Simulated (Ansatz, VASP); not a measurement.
**One calculation of MgS, two programs**

```
CELL_PARAMETERS angstrom
0.00000 2.57725 2.57725
2.57725 0.00000 2.57725
2.57725 2.57725 0.00000
ATOMIC_POSITIONS crystal
Mg 0.00000 0.00000 0.00000
S 0.50000 0.50000 0.50000
```

Alike in both runs: functional PBE; dispersion D3(BJ); k mesh 8 × 8 × 8; occupations gaussian, width 0.02 eV; no spin polarisation.

Ansatz relaxed the structure, and its values are those at the end. VASP's run is a single point on that final structure, the one shown.

|  | VASP | Ansatz |
| --- | --- | --- |
| version | VASP 6.6.1 | Ansatz 0.2.0 |
| potentials or method | VASP PAW PBE potentials, release 64 (Mg, S), cutoff 600 eV | scalar-relativistic, plane waves, PAW |
| valence electrons in the cell | 8 | 16 |

VASP gave:

```
gap on the k mesh at the Fermi level (eV) : 2.84
least direct gap on the mesh (eV)         : 3.94
pressure (GPa)                            : -0.3
```

**Question.** What did Ansatz give for the same quantities?

**Answer.** gap on the k mesh at the Fermi level (eV): 2.85; least direct gap on the mesh (eV): 3.95; pressure (GPa): 0.0.

VASP's potentials hold 8 valence electrons a cell and Ansatz's 16, so a difference there can come from the potentials and not from the codes.
